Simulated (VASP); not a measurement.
# NiSb (Breithauptite) (P6_3/mmc) in VASP: notebook, part 2 of 2

VASP 6.6.1. The steps go on from the part before.

### 5 Single point, PBE, collinear spin, ferromagnetic start

INCAR reads:

```
SYSTEM = NiSb
ALGO = Normal
EDIFF = 1E-6
ENCUT = 520
GGA = PE
ISIF = 2
ISMEAR = -1
ISPIN = 2
LASPH = .TRUE.
LCHARG = .FALSE.
LMAXMIX = 4
LORBIT = 11
LREAL = .FALSE.
LWAVE = .FALSE.
MAGMOM = 0 0 1 1
NBANDS = 27
NELM = 150
NUPDOWN = 2.0
PREC = Accurate
SIGMA = 0.05
```

KPOINTS reads:

```
k-points
0
G
  7 7 5
  0 0 0
```

POSCAR reads:

```
NiSb
1.0
    3.9280000000      0.0000000000      0.0000000000
   -1.9640000000      3.4017477861      0.0000000000
    0.0000000000      0.0000000000      5.1200000000
Sb Ni
2 2
Direct
    0.6666666667      0.3333333333      0.7500000000
    0.3333333333      0.6666666667      0.2500000000
    0.0000000000      0.0000000000      0.5000000000
    0.0000000000      0.0000000000      0.0000000000
```

Potentials or basis: VASP PAW PBE potentials, release 64 (Sb, Ni).

Run with:

```bash
$ cat potpaw_PBE.64/Sb/POTCAR potpaw_PBE.64/Ni/POTCAR > POTCAR
$ mpirun -np 1 vasp_std > vasp.out
```

OUTCAR:

```text
SYSTEM = NiSb
   EDIFF = 1E-6
   ENCUT = 520
   GGA = PE
   ISIF = 2
   ISMEAR = -1
   ISPIN = 2
   LASPH = .TRUE.
   LORBIT = 11
   LREAL = .FALSE.
   NELM = 150
   NUPDOWN = 2.0
   PREC = Accurate

 ion  position               nearest neighbor table
   1  0.667  0.333  0.750-   3 2.60   4 2.60   3 2.60   4 2.60   3 2.60   4 2.60   2 3.42   2 3.42
                             2 3.42   2 3.42   2 3.42   2 3.42
   2  0.333  0.667  0.250-   3 2.60   4 2.60   3 2.60   4 2.60   3 2.60   4 2.60   1 3.42   1 3.42
                             1 3.42   1 3.42   1 3.42   1 3.42
   3  0.000  0.000  0.500-   4 2.56   4 2.56   1 2.60   2 2.60   1 2.60   2 2.60   1 2.60   2 2.60

   4  0.000  0.000  0.000-   3 2.56   3 2.56   1 2.60   2 2.60   1 2.60   2 2.60   1 2.60   2 2.60

  LATTYP: Found a hexagonal cell.
 ALAT       =     3.9280000000
 C/A-ratio  =     1.3034623218

  Lattice vectors:

 A1 = (   3.9280000000,   0.0000000000,   0.0000000000)
 A2 = (  -1.9640000000,   3.4017477861,   0.0000000000)
 A3 = (   0.0000000000,   0.0000000000,   5.1200000000)

Analysis of symmetry for initial positions (statically):
[... 1648 lines left out ...]
  Direction    XX          YY          ZZ          XY          YZ          ZX
  --------------------------------------------------------------------------------------
  -------------------------------------------------------------------------------------
  Total        3.5007843      3.5007843      2.7212460      0.0000000     -0.0000000      0.0000000
  in kB       81.9846185     81.9846185     63.7286663      0.0000000     -0.0000000      0.0000000
  external PRESSURE =      75.8993011 kB  Pullay stress =       0.0000000 kB

 VOLUME and BASIS-vectors are now :
 -----------------------------------------------------------------------------
  energy-cutoff  :      520.00
  volume of cell :       68.41
      direct lattice vectors                 reciprocal lattice vectors
     3.928000000  0.000000000  0.000000000     0.254582485  0.146983266  0.000000000
    -1.964000000  3.401747786  0.000000000     0.000000000  0.293966532  0.000000000
     0.000000000  0.000000000  5.120000000     0.000000000  0.000000000  0.195312500

 POSITION                                       TOTAL-FORCE (eV/Angst)
 -----------------------------------------------------------------------------------
      1.96400      1.13392      3.84000         0.000000      0.000000      0.000000
     -0.00000      2.26783      1.28000         0.000000     -0.000000      0.000000
      0.00000      0.00000      2.56000        -0.000000      0.000000      0.000000
      0.00000      0.00000      0.00000        -0.000000      0.000000      0.000000
 -----------------------------------------------------------------------------------
    total drift:                               -0.000000      0.000000     -0.000000

  FREE ENERGIE OF THE ION-ELECTRON SYSTEM (eV)
  ---------------------------------------------------
  free  energy   TOTEN  =       -19.5503924060 eV

  energy  without entropy=      -19.5278490901  energy(sigma->0) =      -19.53912075

 total charge

# of ion       s       p       d       tot
------------------------------------------
    1        1.144   1.234   0.075   2.452
    2        1.144   1.234   0.075   2.452
    3        0.456   0.495   8.425   9.376
    4        0.456   0.495   8.425   9.376
--------------------------------------------------
tot          3.200   3.457  16.999  23.656

 magnetization (x)

# of ion       s       p       d       tot
------------------------------------------
    1        0.049   0.124   0.007   0.180
    2        0.049   0.124   0.007   0.180
    3        0.016   0.050   0.580   0.646
    4        0.016   0.050   0.580   0.646
--------------------------------------------------
tot          0.130   0.349   1.173   1.652
```

OSZICAR:

```text
N       E                     dE             d eps       ncg     rms          rms(c)
DAV:   1     0.178682185955E+03    0.17868E+03   -0.11962E+04  2592   0.115E+03
DAV:   2    -0.982585022270E+01   -0.18851E+03   -0.17661E+03  2643   0.256E+02
DAV:   3    -0.209587948900E+02   -0.11133E+02   -0.10754E+02  3092   0.735E+01
DAV:   4    -0.212010184919E+02   -0.24222E+00   -0.24153E+00  2938   0.101E+01
DAV:   5    -0.212087933331E+02   -0.77748E-02   -0.77740E-02  3335   0.191E+00    0.143E+01
DAV:   6    -0.239279334826E+02   -0.27191E+01   -0.21705E+01  3022   0.840E+01    0.206E+01
DAV:   7    -0.195802967976E+02    0.43476E+01   -0.11052E+01  3153   0.565E+01    0.370E+00
DAV:   8    -0.195892569131E+02   -0.89601E-02   -0.66341E-01  3516   0.740E+00    0.263E+00
DAV:   9    -0.195520483858E+02    0.37209E-01   -0.93356E-02  3266   0.427E+00    0.707E-01
DAV:  10    -0.195505310727E+02    0.15173E-02   -0.52107E-03  3950   0.758E-01    0.344E-01
DAV:  11    -0.195505393939E+02   -0.83212E-05   -0.64459E-04  2877   0.230E-01    0.214E-01
DAV:  12    -0.195503883984E+02    0.15100E-03   -0.28400E-04  3802   0.266E-01    0.376E-02
DAV:  13    -0.195503966809E+02   -0.82824E-05   -0.52612E-05  2890   0.452E-02    0.295E-02
DAV:  14    -0.195503931354E+02    0.35454E-05   -0.37227E-06  3161   0.200E-02    0.118E-02
DAV:  15    -0.195503924060E+02    0.72938E-06   -0.16658E-06  2267   0.120E-02
   1 F= -.19550392E+02 E0= -.19539121E+02  d E =-.225433E-01  mag=     2.0000
```

stdout:

```text
POSCAR found type information on POSCAR SbNi
 POSCAR found :  2 types and       4 ions
 scaLAPACK will be used
 LDA part: xc-table for (Slater+PW92), standard interpolation
 POSCAR, INCAR and KPOINTS ok, starting setup
 FFT: planning ... GRIDC
 FFT: planning ... GRID_SOFT
 FFT: planning ... GRID
 WAVECAR not read
 entering main loop
```

Wall time 2.6 min (1 thread of Oxide Virtual Turin-like, shared host); peak memory 0.21 GiB.

Results:

| Property | Result |
| --- | --- |
| Free energy | -19.5504 eV |
| Pressure | 7.6 GPa |
| Net moment | 2.00 μB per cell |
| Site moments | Sb +0.18; Ni +0.65 μB |
| Valence electrons inside the program's atomic spheres | Sb 2.45; Ni 9.38 |

Stress tensor (GPa, compression positive):
```
8.20 0.00 0.00
0.00 8.20 0.00
0.00 0.00 6.37
```

Caveat: the total moment is fixed, so each spin has its own Fermi level.

### 6 Overview

```tsv
fixed moment (μB)	pressure (GPa)	moment (μB)
0.5	4.0	0.50
1.0	4.8	1.00
1.5	6.2	1.50
2.0	7.6	2.00
```

Alike in all rows: task single point; level PBE; potentials or basis VASP PAW PBE potentials, release 64 (Sb, Ni); spin collinear, ferromagnetic start; cell as given; k mesh 7 × 7 × 5; cutoff (eV) 520; smearing fermi-dirac 0.05 eV.

Caveats: the total moment is fixed, so each spin has its own Fermi level.

Absolute energies hang on the potentials; compare differences alone.
